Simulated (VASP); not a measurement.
# Ga (Pm-3m) in VASP: further runs

Ga is run at these levels: PBE, HSE06, HF; tasks: single point, relaxation of cell and atoms.

Everything below comes from runs of VASP 6.6.1. Logs are shortened: lines on timing, memory, paths and dates and some standing lists are left out, and cuts for length are marked.

## Step 1: The cell of the first run

It takes space group Pm-3m (No. 221, cubic). Conventional cell: a = 2.716 Å, b = 2.716 Å, c = 2.716 Å, α = 90.00°, β = 90.00°, γ = 90.00°. Ga (site symmetry m-3m) has 6 Ga at 2.72 Å within 3.6 Å.

## Step 2: Single point, PBE, non-collinear spin, zero start, spin-orbit coupling

Input file INCAR:

```
SYSTEM = Ga
ALGO     = Fast           ! electronic algorithm
EDIFF    = 1E-6           ! SCF threshold, eV
ENCUT    = 520            ! plane-wave cutoff, eV
GGA      = PE             ! functional
GGA_COMPAT= .False.      
ISIF     = 2              ! what is computed and relaxed
ISMEAR   = -1             ! smearing method
LASPH    = .True.         ! aspherical terms in the spheres
LCHARG   = .False.        ! write CHGCAR
LNONCOLLINEAR= .True.         ! non-collinear magnetism
LORBIT   = 11             ! projections on sites
LORBMOM  = .True.       
LREAL    = .False.        ! projectors in reciprocal space
LSORBIT  = .True.         ! spin-orbit coupling
LWAVE    = .False.        ! write WAVECAR
MAGMOM   = 0 0 0          ! initial moments
NBANDS   = 24             ! bands
NELM     = 150            ! most SCF steps
PREC     = Accurate       ! precision mode
SIGMA    = 0.05           ! smearing width, eV
```

Input file KPOINTS:

```
k-points
0
Gamma
  7 7 7
  0 0 0
```

Input file POSCAR:

```
Ga
1.0
    2.7164800000      0.0000000000      0.0000000000
    0.0000000000      2.7164800000      0.0000000000
    0.0000000000      0.0000000000      2.7164800000
Ga
1
Direct
    0.0000000000      0.0000000000      0.0000000000
```

Potentials or basis: VASP PAW PBE potentials, release 64 (Ga_d).

Started as:

```console
$ cat potpaw_PBE.64/Ga_d/POTCAR > POTCAR
$ mpirun -np 1 vasp_ncl > vasp.out
```

OUTCAR:

```text
SYSTEM = Ga
   EDIFF = 1E-6
   ENCUT = 520
   GGA = PE
   ISIF = 2
   ISMEAR = -1
   LASPH = .True.
   LNONCOLLINEAR = .True.
   LORBIT = 11
   LREAL = .False.
   LSORBIT = .True.
   NELM = 150
   PREC = Accurate

 ion  position               nearest neighbor table
   1  0.000  0.000  0.000-

  LATTYP: Found a simple cubic cell.
 ALAT       =     2.7164800000

  Lattice vectors:

 A1 = (   2.7164800000,   0.0000000000,   0.0000000000)
 A2 = (   0.0000000000,   2.7164800000,   0.0000000000)
 A3 = (   0.0000000000,   0.0000000000,   2.7164800000)

Analysis of symmetry for initial positions (statically):
=====================================================================
 Subroutine PRICEL returns:
 Original cell was already a primitive cell.

 Routine SETGRP: Setting up the symmetry group for a
 simple cubic supercell.

 Subroutine GETGRP returns: Found 48 space group operations
 (whereof 48 operations were pure point group operations)
 out of a pool of 48 trial point group operations.

The static configuration has the point symmetry O_h .

Analysis of symmetry for dynamics (positions and initial velocities):
=====================================================================
 Subroutine PRICEL returns:
 Original cell was already a primitive cell.

 Routine SETGRP: Setting up the symmetry group for a
 simple cubic supercell.

 Subroutine GETGRP returns: Found 48 space group operations
 (whereof 48 operations were pure point group operations)
 out of a pool of 48 trial point group operations.

The dynamic configuration has the point symmetry O_h .

Analysis of structural, dynamic, and magnetic symmetry:
=====================================================================
 Subroutine PRICEL returns:
 Original cell was already a primitive cell.

 Routine SETGRP: Setting up the symmetry group for a
 simple cubic supercell.

 Subroutine GETGRP returns: Found 48 space group operations
 (whereof 48 operations were pure point group operations)
 out of a pool of 48 trial point group operations.

The overall configuration has the point symmetry O_h .

 Subroutine INISYM returns: Found 48 space group operations
 (whereof 48 operations are pure point group operations),
 and found     1 'primitive' translations

----------------------------------------------------------------------------------------

                                     Primitive cell

  volume of cell :      20.0456

  direct lattice vectors                    reciprocal lattice vectors
     2.716480000  0.000000000  0.000000000     0.368123454  0.000000000  0.000000000
     0.000000000  2.716480000  0.000000000     0.000000000  0.368123454  0.000000000
     0.000000000  0.000000000  2.716480000     0.000000000  0.000000000  0.368123454

  length of vectors
     2.716480000  2.716480000  2.716480000     0.368123454  0.368123454  0.368123454

  position of ions in fractional coordinates (direct lattice)
     0.000000000  0.000000000  0.000000000

  ion indices of the primitive-cell ions
   primitive index   ion index
                 1           1

----------------------------------------------------------------------------------------

 KPOINTS: k-points

Automatic generation of k-mesh.
 Grid dimensions read from file:
 generate k-points for:    7    7    7

 Generating k-lattice:

  Cartesian coordinates                     Fractional coordinates (reciprocal lattice)
     0.052589065  0.000000000  0.000000000     0.142857143  0.000000000  0.000000000
     0.000000000  0.052589065  0.000000000     0.000000000  0.142857143  0.000000000
     0.000000000  0.000000000  0.052589065     0.000000000  0.000000000  0.142857143

  Length of vectors
     0.052589065  0.052589065  0.052589065

  Shift w.r.t. Gamma in fractional coordinates (k-lattice)
     0.000000000  0.000000000  0.000000000

 Subroutine IBZKPT returns following result:
 ===========================================

 Found     20 irreducible k-points:

 Following reciprocal coordinates:
            Coordinates               Weight
  0.000000  0.000000  0.000000      1.000000
  0.142857  0.000000  0.000000      6.000000
  0.285714  0.000000  0.000000      6.000000
  0.428571  0.000000  0.000000      6.000000
  0.142857  0.142857  0.000000     12.000000
  0.285714  0.142857  0.000000     24.000000
[... 12 lines left out ...]
  0.428571  0.428571  0.285714     24.000000
  0.428571  0.428571  0.428571      8.000000
   k-points           NKPTS =     20   k-points in BZ     NKDIM =     20   number of bands    NBANDS=     24
   number of dos      NEDOS =    301   number of ions     NIONS =      1
   total plane-waves  NPLWV =   8000
   dimension x,y,z NGX =    20 NGY =   20 NGZ =   20
   dimension x,y,z NGXF=    40 NGYF=   40 NGZF=   40
   ions per type =               1
   NGX,Y,Z   is equivalent  to a cutoff of  12.24, 12.24, 12.24 a.u.
   NGXF,Y,Z  is equivalent  to a cutoff of  24.48, 24.48, 24.48 a.u.
 SYSTEM =  Ga
[... 58 lines left out ...]
  free energy    TOTEN  =        -2.83664416 eV

  energy without entropy =       -2.82876925  energy(sigma->0) =       -2.83270670

 E-fermi :   4.8095     XC(G=0): -10.6376

 val. band max:        4.7575810328   @ k =   0.4286   0.4286   0.1429
 cond. band min:       4.8516863456   @ k =   0.4286   0.4286   0.4286
 fundamental gap:      0.0941053128
 Fermi energy:         4.8095082200

 k-point     1 :       0.0000    0.0000    0.0000
  band No.  band energies     occupation
      1     -10.4707      1.00000
      2     -10.4707      1.00000
      3     -10.4707      1.00000
      4     -10.4707      1.00000
      5      -9.8584      1.00000
      6      -9.8584      1.00000
[... 16 lines left out ...]
     23      19.1112      0.00000
     24      19.1112      0.00000

 k-point     2 :       0.1429    0.0000    0.0000
  band No.  band energies     occupation
      1     -10.4657      1.00000
      2     -10.4657      1.00000
      3     -10.4224      1.00000
      4     -10.4224      1.00000
      5      -9.8683      1.00000
      6      -9.8683      1.00000
[... 16 lines left out ...]
     23      22.2237      0.00000
     24      22.2237      0.00000
[... 457 lines left out ...]
     23      16.5880      0.00000
     24      16.5880      0.00000

 k-point    20 :       0.4286    0.4286    0.4286
  band No.  band energies     occupation
      1     -10.3550      1.00000
      2     -10.3550      1.00000
      3     -10.3545      1.00000
      4     -10.3545      1.00000
      5      -9.9995      1.00000
      6      -9.9995      1.00000
[... 16 lines left out ...]
     23      13.6331      0.00000
     24      13.6331      0.00000

------------------------ aborting loop because EDIFF is reached ----------------------------------------

  FORCE on cell =-STRESS in cart. coord.  units (eV):
  Direction    XX          YY          ZZ          XY          YZ          ZX
  --------------------------------------------------------------------------------------
  -------------------------------------------------------------------------------------
  Total       -0.0910923     -0.0910923     -0.0910923     -0.0000000      0.0000000     -0.0000000
  in kB       -7.2806894     -7.2806894     -7.2806894     -0.0000000      0.0000000     -0.0000000
  external PRESSURE =      -7.2806894 kB  Pullay stress =       0.0000000 kB

 VOLUME and BASIS-vectors are now :
 -----------------------------------------------------------------------------
  energy-cutoff  :      520.00
  volume of cell :       20.05
      direct lattice vectors                 reciprocal lattice vectors
     2.716480000  0.000000000  0.000000000     0.368123454  0.000000000  0.000000000
     0.000000000  2.716480000  0.000000000     0.000000000  0.368123454  0.000000000
     0.000000000  0.000000000  2.716480000     0.000000000  0.000000000  0.368123454

 POSITION                                       TOTAL-FORCE (eV/Angst)
 -----------------------------------------------------------------------------------
      0.00000      0.00000      0.00000         0.000000      0.000000      0.000000
 -----------------------------------------------------------------------------------
    total drift:                               -0.000000      0.000000      0.000000

  FREE ENERGIE OF THE ION-ELECTRON SYSTEM (eV)
  ---------------------------------------------------
  free  energy   TOTEN  =        -2.8366441610 eV

  energy  without entropy=       -2.8287692455  energy(sigma->0) =       -2.83270670

 orbital moment (x)

 # of ion     p       d       tot
 ----------------------------------------
  1        -0.000  -0.000  -0.000
 ----------------------------------------
           -0.000  -0.000  -0.000

 orbital moment (y)

 # of ion     p       d       tot
 ----------------------------------------
  1        -0.000   0.000  -0.000
 ----------------------------------------
           -0.000   0.000  -0.000

 orbital moment (z)

 # of ion     p       d       tot
 ----------------------------------------
  1        -0.000   0.000  -0.000
 ----------------------------------------
           -0.000   0.000  -0.000

 Spin-Orbit-Coupling matrix elements

 Ion:    1  E_soc:     -0.0115984
 l=   1
     0.0000000    -0.0010955    -0.0010955
    -0.0010955     0.0000000    -0.0010955
    -0.0010955    -0.0010955     0.0000000
 l=   2
     0.0000000    -0.0001674     0.0000000    -0.0001674    -0.0006702
    -0.0001674     0.0000000    -0.0005026    -0.0001674    -0.0001675
     0.0000000    -0.0005026     0.0000000    -0.0005026     0.0000000
    -0.0001674    -0.0001674    -0.0005026     0.0000000    -0.0001675
    -0.0006702    -0.0001675     0.0000000    -0.0001675     0.0000000
 l=   3
     0.0000000     0.0000000     0.0000000     0.0000000     0.0000000     0.0000000     0.0000000
     0.0000000     0.0000000     0.0000000     0.0000000     0.0000000     0.0000000     0.0000000
     0.0000000     0.0000000     0.0000000     0.0000000     0.0000000     0.0000000     0.0000000
     0.0000000     0.0000000     0.0000000     0.0000000     0.0000000     0.0000000     0.0000000
     0.0000000     0.0000000     0.0000000     0.0000000     0.0000000     0.0000000     0.0000000
     0.0000000     0.0000000     0.0000000     0.0000000     0.0000000     0.0000000     0.0000000
     0.0000000     0.0000000     0.0000000     0.0000000     0.0000000     0.0000000     0.0000000

 total charge

# of ion       s       p       d       tot
------------------------------------------
    1        0.991   0.623   9.945  11.559

 magnetization (x)

# of ion       s       p       d       tot
------------------------------------------
    1       -0.000   0.000  -0.000  -0.000

 magnetization (y)

# of ion       s       p       d       tot
------------------------------------------
    1       -0.000  -0.000  -0.000  -0.000

 magnetization (z)

# of ion       s       p       d       tot
------------------------------------------
    1       -0.000   0.000   0.000   0.000
```

Wall time 8 s (1 thread of Intel Xeon 6975P-C (Granite Rapids), shared host); peak memory 0.16 GiB.

What came out:

| Item | Value |
| --- | --- |
| Free energy | -2.8366 eV |
| Pressure | -0.7 GPa |
| Net moment | 0.00 μB per cell |
| Valence electrons inside the program's atomic spheres | Ga 11.56 |

Moments on the atoms (μB; x, y, z):
```
Ga  0.00 0.00 0.00
```

## Step 3: Relaxation of cell and atoms, PBE

Input file INCAR:

```
SYSTEM = Ga
PREC = Accurate
ENCUT = 600
EDIFF = 1E-7
ISMEAR = -1
SIGMA = 0.05
LREAL = .FALSE.
LASPH = .TRUE.
NELM = 100
ALGO = Normal
ISIF = 3
LWAVE = .FALSE.
LCHARG = .FALSE.
GGA = PE
IBRION = 2
NSW = 60
EDIFFG = -0.01
```

Input file KPOINTS:

```
regular mesh
0
G
  10 10 10
  0 0 0
```

POSCAR is that of step 2.

Potentials or basis: VASP PAW PBE potentials, release 64 (Ga_d).

Started as:

```console
$ cat potpaw_PBE.64/Ga_d/POTCAR > POTCAR
$ mpirun -np 1 vasp_std > vasp.out
```

Run time: 9.7 s. Hardware: 1 thread of Intel Xeon 6975P-C (Granite Rapids), shared host; peak memory 0.15 GiB.

It converged, with:

| Item | Value |
| --- | --- |
| Free energy | -2.8312 eV |
| Relaxed volume | 20.19 Å³/atom |
| Relaxed cell | a = 2.723 Å, b = 2.723 Å, c = 2.723 Å, α = 90.00°, β = 90.00°, γ = 90.00° |
| Space group after relaxing (to 0.05 Å) | Pm-3m (No. 221) |
| Energy gained by relaxing | 0.1 meV/atom |
| Ionic steps | 4 |
| Pressure after relaxing | 0.1 GPa |

The path:
| step | energy change (eV) | largest force (eV/Å) | pressure (GPa) | volume (Å³) |
| --- | --- | --- | --- | --- |
| 1 | 0.0000 | 0.0000 | 0.29 | 20.05 |
| 2 | -0.0001 | 0.0000 | 0.12 | 20.15 |
| 3 | -0.0001 | 0.0000 | -0.10 | 20.22 |
| 4 | -0.0001 | 0.0000 | 0.06 | 20.19 |

Final structure:
```
Ga
1.0
     2.72288    0.00000    0.00000
     0.00000    2.72288    0.00000
     0.00000    0.00000    2.72288
Ga
1
Direct
  0.00000 0.00000 0.00000
```

Levels at points of the mesh, in eV from the Fermi level:
```
           k point  band 2  band 3  band 4  band 5  band 6  band 7  band 8  band 9  band 10
(0.00, 0.00, 0.00)  -15.11  -14.61  -14.61  -14.61  -10.53    8.89    8.89    8.89    11.82
(0.50, 0.00, 0.00)  -14.80  -14.75  -14.75  -14.60   -6.20   -4.08   12.29   12.29    15.51
(0.50, 0.50, 0.00)  -14.93  -14.73  -14.73  -14.48   -1.69   -0.66   -0.66    4.21    15.75
(0.50, 0.50, 0.50)  -14.94  -14.94  -14.47  -14.47    2.60    2.60    2.60    3.67     8.16
```

## Step 4: Relaxation of cell and atoms, HSE06

POSCAR is that of step 3.

Input file INCAR.step1:

```
SYSTEM = Ga
PREC     = Accurate       ! precision mode
ENCUT    = 600            ! plane-wave cutoff, eV
EDIFF    = 1E-5           ! SCF threshold, eV
ISMEAR   = -1             ! smearing method
SIGMA    = 0.05           ! smearing width, eV
LREAL    = .False.        ! projectors in reciprocal space
LASPH    = .True.         ! aspherical terms in the spheres
NELM     = 80             ! most SCF steps
ALGO     = Normal         ! electronic algorithm
LWAVE    = .True.         ! write WAVECAR
LCHARG   = .False.        ! write CHGCAR
GGA      = PE             ! functional
NBANDS   = 12             ! bands
```

Input file INCAR.step2:

```
SYSTEM = Ga
PREC     = Accurate       ! precision mode
ENCUT    = 600            ! plane-wave cutoff, eV
EDIFF    = 1E-6           ! SCF threshold, eV
ISMEAR   = -1             ! smearing method
SIGMA    = 0.05           ! smearing width, eV
LREAL    = .False.        ! projectors in reciprocal space
LASPH    = .True.         ! aspherical terms in the spheres
NELM     = 80             ! most SCF steps
ALGO     = Normal         ! electronic algorithm
ISIF     = 3              ! what is computed and relaxed
LWAVE    = .False.        ! write WAVECAR
LCHARG   = .False.        ! write CHGCAR
GGA      = PE             ! functional
LHFCALC  = .True.         ! exact exchange
HFSCREEN = 0.2079         ! screening, 1/A
PRECFOCK = Normal       
IBRION   = 2              ! ionic algorithm
NSW      = 60             ! ionic steps
EDIFFG   = -0.01          ! ionic threshold
ISTART   = 1
```

Input file KPOINTS:

```
Automatic mesh
0
Gamma
  5 5 5
  0 0 0
```

Started as:

```console
$ cat potpaw_PBE.64/Ga_d/POTCAR > POTCAR
$ cp INCAR.step1 INCAR
$ mpirun -np 1 vasp_std > vasp.out
$ cp INCAR.step2 INCAR
$ mpirun -np 1 vasp_std > vasp.out
```

Run time: 5.5 min. Hardware: 1 thread of Intel Xeon Platinum 8488C (Sapphire Rapids), shared host; peak memory 0.24 GiB.

It converged, with:

| Quantity | Value |
| --- | --- |
| Free energy | -3.2382 eV |
| Relaxed volume | 19.57 Å³/atom |
| Relaxed cell | a = 2.695 Å, b = 2.695 Å, c = 2.695 Å, α = 90.00°, β = 90.00°, γ = 90.00° |
| Space group after relaxing (to 0.05 Å) | Pm-3m (No. 221) |
| Energy gained by relaxing | 2.4 meV/atom |
| Ionic steps | 2 |
| Pressure after relaxing | -0.1 GPa |

The path:
```csv
step,energy change (eV),largest force (eV/Å),pressure (GPa),volume (Å³)
1,0.0000,0.0000,-1.33,20.05
2,-0.0024,0.0000,-0.06,19.57
```

Final structure:
```xyz
1
Lattice="2.6947 0.0000 0.0000 0.0000 2.6947 0.0000 0.0000 0.0000 2.6947" Properties=species:S:1:pos:R:3 pbc="T T T"
Ga    0.0000    0.0000    0.0000
```

Levels at points of the mesh, in eV from the Fermi level:
| k point | band 3 | band 4 | band 5 | band 6 | band 7 | band 8 | band 9 | band 10 |
| --- | --- | --- | --- | --- | --- | --- | --- | --- |
| (0.00, 0.00, 0.00) | -17.31 | -17.31 | -17.31 | -11.94 | 10.20 | 10.20 | 10.20 | 12.94 |

Caveat: the k points lie up to 0.47 Å⁻¹ apart in the final cell; the PAW data sets were made with another functional, which shifts forces and pressure a little.

## Step 5: Relaxation of cell and atoms, HF

POSCAR is that of step 4.

INCAR.step1 is that of step 4.

Edit INCAR.step2 of step 4 so:

```diff
@@ -3,3 +3,3 @@
 ENCUT    = 600            ! plane-wave cutoff, eV
-EDIFF    = 1E-6           ! SCF threshold, eV
+EDIFF    = 1E-7           ! SCF threshold, eV
 ISMEAR   = -1             ! smearing method
@@ -15,3 +15,5 @@
 LHFCALC  = .True.         ! exact exchange
-HFSCREEN = 0.2079         ! screening, 1/A
+AEXX     = 1.0            ! exact-exchange fraction
+ALDAC    = 0.0          
+AGGAC    = 0.0          
 PRECFOCK = Normal
```

Input file KPOINTS:

```
regular mesh
0
Gamma
  5 5 5
  0 0 0
```

Started as:

```console
$ cat potpaw_PBE.64/Ga_d/POTCAR > POTCAR
$ cp INCAR.step1 INCAR
$ mpirun -np 1 vasp_std > vasp.out
$ cp INCAR.step2 INCAR
$ mpirun -np 1 vasp_std > vasp.out
```

It took 7.3 min on 1 thread of Intel Xeon 6975P-C (Granite Rapids), shared host; peak memory 0.15 GiB.

It converged, with:

| Quantity | Value |
| --- | --- |
| Free energy | -4.4708 eV |
| Relaxed volume | 21.89 Å³/atom |
| Relaxed cell | a = 2.797 Å, b = 2.797 Å, c = 2.797 Å, α = 90.00°, β = 90.00°, γ = 90.00° |
| Space group after relaxing (to 0.05 Å) | Pm-3m (No. 221) |
| Energy gained by relaxing | 23.3 meV/atom |
| Ionic steps | 3 |
| Pressure after relaxing | 0.0 GPa |

The path:
| step | energy change (eV) | largest force (eV/Å) | pressure (GPa) | volume (Å³) |
| --- | --- | --- | --- | --- |
| 1 | 0.0000 | 0.0000 | 4.45 | 20.05 |
| 2 | -0.0231 | 0.0000 | 0.33 | 21.70 |
| 3 | -0.0233 | 0.0000 | -0.01 | 21.89 |

Final structure:
```xyz
1
Lattice="2.7973 0.0000 0.0000 0.0000 2.7973 0.0000 0.0000 0.0000 2.7973" Properties=species:S:1:pos:R:3 pbc="T T T"
Ga    0.0000    0.0000    0.0000
```

Levels at points of the mesh, in eV from the Fermi level:
```tsv
k point	band 3	band 4	band 5	band 6	band 7	band 8	band 9	band 10
(0.00, 0.00, 0.00)	-27.41	-27.41	-27.41	-16.43	13.92	13.92	13.92	16.38
```

Caveat: the k points lie up to 0.45 Å⁻¹ apart in the final cell; the PAW data sets were made with another functional, which shifts forces and pressure a little.

## Step 6: Overview

| task | level | spin | cell | k mesh | cutoff (eV) | grid for exact exchange (PRECFOCK) | screening parameter | gap on the mesh (eV) | pressure (GPa) | relaxed volume (Å³/atom) |
| --- | --- | --- | --- | --- | --- | --- | --- | --- | --- | --- |
| single point | PBE | non-collinear, zero start, SOC | as given | 7 × 7 × 7 | 520 | - | - | - | -0.7 | - |
| relaxation of cell and atoms | PBE | off | relaxed | 10 × 10 × 10 | 600 | - | - | none | 0.1 | 20.19 |
| relaxation of cell and atoms | HSE06 | off | relaxed | 5 × 5 × 5 | 600 | Normal | 0.2079 1/Å | none | -0.1 | 19.57 |
| relaxation of cell and atoms | HF | off | relaxed | 5 × 5 × 5 | 600 | Normal | - | none | 0.0 | 21.89 |

Alike in all rows: potentials or basis VASP PAW PBE potentials, release 64 (Ga_d); smearing fermi-dirac 0.05 eV.

Caveats: some runs use coarse meshes; the PAW data sets were made with another functional, which shifts forces and pressure a little (some runs).

Total energies depend on the potentials used, so only differences within one code and one set of settings carry meaning.
